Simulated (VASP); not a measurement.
# C (Fd-3m) in VASP: single point with PBE

Aim: the single point of C with PBE.

Program: VASP 6.6.1. These are calculated values, not measurements. Logs are shortened: lines on timing, memory, paths and dates and some standing lists are left out, and cuts for length are marked.

## 1. The cell of the first run

It takes space group Fd-3m (No. 227, cubic). The conventional cell has a = 3.558 Å, b = 3.558 Å, c = 3.558 Å, α = 90.00°, β = 90.00°, γ = 90.00°. Within 2.1 Å of C (site symmetry -43m) lie 4 C at 1.54 Å.

## 2. Single point, PBE

File INCAR:

```
SYSTEM = C
ALGO = Normal
EDIFF = 1E-6
ENCUT = 600
GGA = PE
GGA_COMPAT = .FALSE.
ISIF = 2
ISMEAR = 0
LASPH = .TRUE.
LCHARG = .FALSE.
LREAL = .FALSE.
LWAVE = .FALSE.
NBANDS = 11
NELM = 120
PREC = Accurate
SIGMA = 0.02
```

File KPOINTS:

```
k-points
0
G
  12 12 12
  0 0 0
```

File POSCAR:

```
C
1.0
    0.0000000000      1.7789244156      1.7789244156
    1.7789244156      0.0000000000      1.7789244156
    1.7789244156      1.7789244156      0.0000000000
C
2
Direct
    0.0000000000      0.0000000000      0.0000000000
    0.2500000000      0.2500000000      0.2500000000
```

Potentials or basis: VASP PAW PBE potentials, release 64 (C).

Run with:

```sh
$ cat potpaw_PBE.64/C/POTCAR > POTCAR
$ mpirun -np 1 vasp_std > vasp.out
```

OUTCAR:

```text
SYSTEM = C
   EDIFF = 1E-6
   ENCUT = 600
   GGA = PE
   ISIF = 2
   ISMEAR = 0
   LASPH = .TRUE.
   LREAL = .FALSE.
   NELM = 120
   PREC = Accurate

 ion  position               nearest neighbor table
   1  0.000  0.000  0.000-   2 1.54   2 1.54   2 1.54   2 1.54
   2  0.250  0.250  0.250-   1 1.54   1 1.54   1 1.54   1 1.54

  LATTYP: Found a face centered cubic cell.
 ALAT       =     3.5578488312

  Lattice vectors:

 A1 = (   0.0000000000,   1.7789244156,   1.7789244156)
 A2 = (   1.7789244156,   0.0000000000,   1.7789244156)
 A3 = (   1.7789244156,   1.7789244156,   0.0000000000)

Analysis of symmetry for initial positions (statically):
=====================================================================
 Subroutine PRICEL returns:
 Original cell was already a primitive cell.

 Routine SETGRP: Setting up the symmetry group for a
 face centered cubic supercell.

 Subroutine GETGRP returns: Found 48 space group operations
 (whereof 24 operations were pure point group operations)
 out of a pool of 48 trial point group operations.

The static configuration has the point symmetry T_d .
 The point group associated with its full space group is O_h .

Analysis of symmetry for dynamics (positions and initial velocities):
=====================================================================
 Subroutine PRICEL returns:
 Original cell was already a primitive cell.

 Routine SETGRP: Setting up the symmetry group for a
 face centered cubic supercell.

 Subroutine GETGRP returns: Found 48 space group operations
 (whereof 24 operations were pure point group operations)
 out of a pool of 48 trial point group operations.

The dynamic configuration has the point symmetry T_d .
 The point group associated with its full space group is O_h .

 Subroutine INISYM returns: Found 48 space group operations
 (whereof 24 operations are pure point group operations),
 and found     1 'primitive' translations

----------------------------------------------------------------------------------------

                                     Primitive cell

  volume of cell :      11.2591

  direct lattice vectors                    reciprocal lattice vectors
     0.000000000  1.778924416  1.778924416    -0.281068715  0.281068715  0.281068715
     1.778924416  0.000000000  1.778924416     0.281068715 -0.281068715  0.281068715
     1.778924416  1.778924416  0.000000000     0.281068715  0.281068715 -0.281068715

  length of vectors
     2.515779035  2.515779035  2.515779035     0.486825295  0.486825295  0.486825295

  position of ions in fractional coordinates (direct lattice)
     0.000000000  0.000000000  0.000000000
     0.250000000  0.250000000  0.250000000

  ion indices of the primitive-cell ions
   primitive index   ion index
                 1           1
                 2           2

----------------------------------------------------------------------------------------

 KPOINTS: k-points

Automatic generation of k-mesh.
 Grid dimensions read from file:
 generate k-points for:   12   12   12

 Generating k-lattice:

  Cartesian coordinates                     Fractional coordinates (reciprocal lattice)
    -0.023422393  0.023422393  0.023422393     0.083333333  0.000000000  0.000000000
     0.023422393 -0.023422393  0.023422393     0.000000000  0.083333333  0.000000000
     0.023422393  0.023422393 -0.023422393     0.000000000  0.000000000  0.083333333

  Length of vectors
     0.040568775  0.040568775  0.040568775

  Shift w.r.t. Gamma in fractional coordinates (k-lattice)
     0.000000000  0.000000000  0.000000000

 Subroutine IBZKPT returns following result:
 ===========================================

 Found     72 irreducible k-points:

 Following reciprocal coordinates:
            Coordinates               Weight
  0.000000  0.000000  0.000000      1.000000
  0.083333  0.000000  0.000000      8.000000
  0.166667  0.000000  0.000000      8.000000
  0.250000  0.000000  0.000000      8.000000
  0.333333  0.000000  0.000000      8.000000
  0.416667  0.000000  0.000000      8.000000
[... 16 lines left out ...]
  0.500000  0.166667  0.000000     24.000000
 -0.416667  0.166667  0.000000     24.000000
 [... further k-points ...]
   k-points           NKPTS =     72   k-points in BZ     NKDIM =     72   number of bands    NBANDS=     11
   number of dos      NEDOS =    301   number of ions     NIONS =      2
   total plane-waves  NPLWV =   8000
   dimension x,y,z NGX =    20 NGY =   20 NGZ =   20
   dimension x,y,z NGXF=    40 NGYF=   40 NGZF=   40
   ions per type =               2
   NGX,Y,Z   is equivalent  to a cutoff of  13.22, 13.22, 13.22 a.u.
   NGXF,Y,Z  is equivalent  to a cutoff of  26.43, 26.43, 26.43 a.u.
 SYSTEM =  C
   PREC   = accura    normal or accurate (medium, high low for compatibility)
   ISTART =      0    job   : 0-new  1-cont  2-samecut
   ICHARG =      2    charge: 1-file 2-atom 10-const
   ISPIN  =      1    spin polarized calculation?
   LNONCOLLINEAR =      F non collinear calculations
   LSORBIT =      F    spin-orbit coupling
   LASPH  =      T    aspherical Exc in radial PAW
   ENCUT  =  600.0 eV  44.10 Ry    6.64 a.u.   5.02  5.02  5.02*2*pi/ulx,y,z
   NELM   =    120;   NELMIN=  2; NELMDL= -5     # of ELM steps
   EDIFF  = 0.1E-05   stopping-criterion for ELM
   LREAL  =      F    real-space projection
[... 7 lines left out ...]
   TEBEG  =    0.0;   TEEND  =   0.0 temperature during run
   PSTRESS=    0.0 pullay stress
   NELECT =       8.0000    total number of electrons
   NUPDOWN=      -1.0000    fix difference up-down
   EMIN   =  10.00;   EMAX   =-10.00  energy-range for DOS
   EFERMI =   0.00;   METHOD = LEGACY
   ISMEAR =     0;   SIGMA  =   0.02  broadening in eV -4-tet -1-fermi 0-gaus
   EFERMI_NEDOS =   21; number of points for ismear=-14 and -15
   IALGO  =     38    algorithm
   IMIX   =      4    mixing-type and parameters
     AMIX     =   0.40;   BMIX     =  1.00
     AMIX_MAG =   1.60;   BMIX_MAG =  1.00
  volume/ion in A,a.u.               =       5.63        37.99
  Fermi-wavevector in a.u.,A,eV,Ry     =   1.460845  2.760596 29.035741  2.134067
  Thomas-Fermi vector in A             =   2.577246
   LORBIT       =      0    0 simple, 1 ext, 2 COOP (PROOUT), +10 PAW based schemes
   GGA     = PE    functional components
   LHFCALC =     F    Hartree Fock is set to
   AEXX    =    0.0000 exact exchange contribution
   IVDW    =     0    specifies the selected vdW correction
   LEPSILON=     F    determine dielectric tensor
   LRPA    =     F    only Hartree local field effects (RPA)
 non-spin polarized calculation
 Gauss-broadening in eV      SIGMA  =   0.02
  energy-cutoff  :      600.00
  volume of cell :       11.26
 maximum number of plane-waves:       388
   NGX =  9   NGY =  9   NGZ =  9

 number of electron       7.9999999 magnetization

 Free energy of the ion-electron system (eV)
  ---------------------------------------------------
  ext. energy  EPLUGINS =         0.00000000
  ---------------------------------------------------
  free energy    TOTEN  =       -18.18788391 eV

  energy without entropy =      -18.18788391  energy(sigma->0) =      -18.18788391

 E-fermi :   9.9281     XC(G=0): -13.2883

 val. band max:        9.8371285869   @ k =   0.0000   0.0000   0.0000
 cond. band min:      14.0076615106   @ k =   0.3333   0.3333   0.0000
 fundamental gap:      4.1705329238
 Fermi energy:         9.9280597617

 k-point     1 :       0.0000    0.0000    0.0000
  band No.  band energies     occupation
      1     -11.7402      2.00000
      2       9.8371      2.00000
      3       9.8371      2.00000
      4       9.8371      2.00000
      5      15.4480      0.00000
      6      15.4480      0.00000
      7      15.4480      0.00000
      8      23.3405      0.00000
      9      29.2282      0.00000
     10      36.4557      0.00000
     11      36.4557      0.00000

 k-point     2 :       0.0833    0.0000    0.0000
  band No.  band energies     occupation
      1     -11.5471      2.00000
      2       8.6036      2.00000
      3       9.5118      2.00000
      4       9.5118      2.00000
      5      15.8743      0.00000
      6      15.8743      0.00000
      7      16.1715      0.00000
      8      23.4995      0.00000
      9      29.5490      0.00000
     10      34.3165      0.00000
     11      34.3165      0.00000

 k-point     3 :       0.1667    0.0000    0.0000
  band No.  band energies     occupation
      1     -10.9695      2.00000
      2       6.0600      2.00000
      3       8.8060      2.00000
      4       8.8060      2.00000
      5      16.7999      0.00000
      6      16.7999      0.00000
      7      17.2795      0.00000
      8      23.9563      0.00000
      9      30.2190      0.00000
     10      32.7120      0.00000
     11      32.7120      0.00000

 k-point     4 :       0.2500    0.0000    0.0000
  band No.  band energies     occupation
      1     -10.0163      2.00000
      2       3.2101      2.00000
      3       8.0786      2.00000
      4       8.0786      2.00000
      5      17.6612      0.00000
      6      17.6612      0.00000
      7      18.0521      0.00000
      8      24.5954      0.00000
      9      30.6479      0.00000
     10      32.2957      0.00000
     11      32.2957      0.00000
[... 239 lines left out ...]
 k-point    22 :       0.4167    0.1667    0.0000
  band No.  band energies     occupation
      1      -7.5459      2.00000
      2       0.0124      2.00000
      3       5.5446      2.00000
      4       5.7540      2.00000
      5      16.5423      0.00000
      6      20.8842      0.00000
      7      21.0395      0.00000
      8      22.5860      0.00000
      9      31.0052      0.00000
     10      32.4233      0.00000
     11      37.3459      0.00000

 k-point    23 :       0.5000    0.1667    0.0000
  band No.  band energies     occupation
      1      -5.9516      2.00000
      2      -2.2434      2.00000
      3       4.8219      2.00000
      4       5.8423      2.00000
      5      16.9647      0.00000
      6      20.6094      0.00000
      7      21.1613      0.00000
      8      24.1975      0.00000
      9      30.0655      0.00000
     10      33.7908      0.00000
     11      36.5319      0.00000

 k-point    24 :      -0.4167    0.1667    0.0000
  band No.  band energies     occupation
      1      -5.5160      2.00000
      2      -2.7656      2.00000
      3       4.3317      2.00000
      4       6.2235      2.00000
      5      17.4054      0.00000
      6      20.1155      0.00000
      7      21.1387      0.00000
      8      25.3655      0.00000
      9      29.3676      0.00000
     10      34.1069      0.00000
     11      34.5448      0.00000

 [... further k-points ...]
[... 5 lines left out ...]
  --------------------------------------------------------------------------------------
  -------------------------------------------------------------------------------------
  Total        0.3606443      0.3606443      0.3606443      0.0000000      0.0000000      0.0000000
  in kB       51.3200638     51.3200638     51.3200638      0.0000000      0.0000000      0.0000000
  external PRESSURE =      51.3200638 kB  Pullay stress =       0.0000000 kB

 VOLUME and BASIS-vectors are now :
 -----------------------------------------------------------------------------
  energy-cutoff  :      600.00
  volume of cell :       11.26
      direct lattice vectors                 reciprocal lattice vectors
     0.000000000  1.778924416  1.778924416    -0.281068715  0.281068715  0.281068715
     1.778924416  0.000000000  1.778924416     0.281068715 -0.281068715  0.281068715
     1.778924416  1.778924416  0.000000000     0.281068715  0.281068715 -0.281068715

 POSITION                                       TOTAL-FORCE (eV/Angst)
 -----------------------------------------------------------------------------------
      0.00000      0.00000      0.00000        -0.000000      0.000000     -0.000000
      0.88946      0.88946      0.88946         0.000000     -0.000000      0.000000
 -----------------------------------------------------------------------------------
    total drift:                                0.000000      0.000000      0.000000

  FREE ENERGIE OF THE ION-ELECTRON SYSTEM (eV)
  ---------------------------------------------------
  free  energy   TOTEN  =       -18.1878839099 eV

  energy  without entropy=      -18.1878839099  energy(sigma->0) =      -18.18788391
```

It took 20 s on 1 thread of AMD EPYC 7R13, shared host; peak memory 0.09 GiB.

Results:

| Item | Value |
| --- | --- |
| Free energy | -18.1879 eV |
| Pressure | 5.1 GPa |
| Band gap on the k mesh | 4.17 eV, indirect (least direct gap 5.61 eV) |

A k mesh can miss the band edges. A hybrid or GW would open this gap; PBE tends to underestimate it.
